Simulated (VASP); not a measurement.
Here is a VASP 6.6.1 calculation.

POSCAR

```
Co
1.0
    2.4724009972      0.0000000000      0.0000000000
   -1.2362004986      2.1411620719      0.0000000000
    0.0000000000      0.0000000000      8.0326173625
Co
4
Direct
    0.3333333333      0.6666666667      0.1250000000
    0.6666666667      0.3333333333      0.3750000000
    0.3333333333      0.6666666667      0.6250000000
    0.6666666667      0.3333333333      0.8750000000
```

Contents of INCAR.step1:

```
PREC = Accurate
ENCUT = 520
ISMEAR = 0
SIGMA = 0.05
LREAL = F
LASPH = T
NELM = 150
ISPIN = 2
MAGMOM = 1.5 1.5 1.5 1.5
LMAXMIX = 4
NBANDS = 30
GGA = PE
ALGO = Normal
EDIFF = 1E-4
LWAVE = T
LCHARG = F
```

Contents of INCAR.step2:

```
PREC = Accurate
ENCUT = 520
EDIFF = 1E-7
ISMEAR = 0
SIGMA = 0.05
LREAL = F
LASPH = T
NELM = 150
ALGO = Normal
ISIF = 2
LWAVE = F
LCHARG = F
ISPIN = 2
MAGMOM = 1.5 1.5 1.5 1.5
LORBIT = 11
LMAXMIX = 4
METAGGA = R2SCAN
LMIXTAU = T
NBANDS = 30
ISTART = 1
```

KPOINTS

```
Automatic mesh
0
Gamma
  16 16 6
```

Potentials or basis: VASP PAW PBE potentials, release 64 (Co).

The run is started by

```sh
$ cat potpaw_PBE.64/Co/POTCAR > POTCAR
$ cp INCAR.step1 INCAR
$ mpirun -np 1 vasp_std > vasp.out
$ cp INCAR.step2 INCAR
$ mpirun -np 1 vasp_std > vasp.out
```

Question: What does it give for the net moment?

Answer: 7.02 μB per cell.

Question: Estimate the pressure.

Answer: 0.0 GPa.

Question: Estimate the site moments.

Answer: Co +1.81 μB.

Stress tensor (GPa, compression positive):
```
 0.14  0.00  0.00
 0.00  0.14  0.00
 0.00  0.00 -0.17
```

Caveat: the PAW data sets were made with another functional, which shifts forces and pressure a little.
